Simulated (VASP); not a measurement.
Here is a VASP 6.6.1 calculation.

Contents of INCAR:

```
SYSTEM = FeO
  ALGO = Fast
  EDIFF = 1E-7
  EDIFFG = -0.01
  ENCUT = 600
  GGA = PS
  IBRION = 2
  ISIF = 3
  ISMEAR = -1
  ISPIN = 2
  LASPH = .True.
  LCHARG = .False.
  LMAXMIX = 4
  LORBIT = 11
  LREAL = .False.
  LWAVE = .False.
  MAGMOM = 3 0
  NELM = 150
  NSW = 60
  PREC = Accurate
  PSTRESS = 50.0
  SIGMA = 0.05
```

File KPOINTS:

```
k-points
0
Gamma
  12 12 12
  0 0 0
```

POSCAR

```
FeO
1.0
   -1.6021034130      1.6021034130      2.0833922500
    1.6021034130     -1.6021034130      2.0833922500
    1.6021034130      1.6021034130     -2.0833922500
Fe O
1 1
Direct
    0.0000000000      0.0000000000      0.0000000000
    0.5000000000      0.5000000000      0.0000000000
```

Potentials or basis: VASP PAW PBE potentials, release 64 (Fe, O).

The run is started by

```sh
$ cat potpaw_PBE.64/Fe/POTCAR potpaw_PBE.64/O/POTCAR > POTCAR
$ mpirun -np 1 vasp_std > vasp.out
```

Task: What does it give for the net moment?

Result: 3.99 μB per cell.

Task: Predict the site moments.

Result: Fe +3.60; O +0.32 μB.

Task: Estimate the relaxed cell.

Result: a = 2.980 Å, b = 2.980 Å, c = 2.980 Å, α = 120.00°, β = 120.00°, γ = 89.99°.

Task: Estimate the space group after relaxing (to 0.1 Å).

Result: Fm-3m (No. 225).

Step by step:
| step | energy change (eV) | largest force (eV/Å) | pressure (GPa) | volume (Å³) |
| --- | --- | --- | --- | --- |
| 1 | 0.0000 | 0.0000 | -16.13 | 21.39 |
| 2 | 0.0135 | 0.0000 | 23.63 | 17.31 |
| 3 | -0.1092 | 0.0000 | 5.59 | 18.77 |
| 4 | -0.1319 | 0.0000 | 6.70 | 18.60 |
| 5 | -0.1345 | 0.0000 | 8.64 | 18.43 |
| 6 | -0.1532 | 0.0000 | 1.66 | 19.01 |
| 7 | -0.1477 | 0.0000 | 4.88 | 18.73 |
| 8 | -0.1475 | 0.0000 | 4.98 | 18.73 |
| 9 | -0.1474 | 0.0000 | 5.02 | 18.72 |
| 10 | -0.1472 | 0.0000 | 5.10 | 18.72 |

Caveat: the cell is relaxed towards a set pressure, so the run minimises the enthalpy, not the energy; the PAW data sets were made with another functional, which shifts forces and pressure a little; a cell with one magnetic atom can't hold antiferromagnetic order, which such compounds often take.
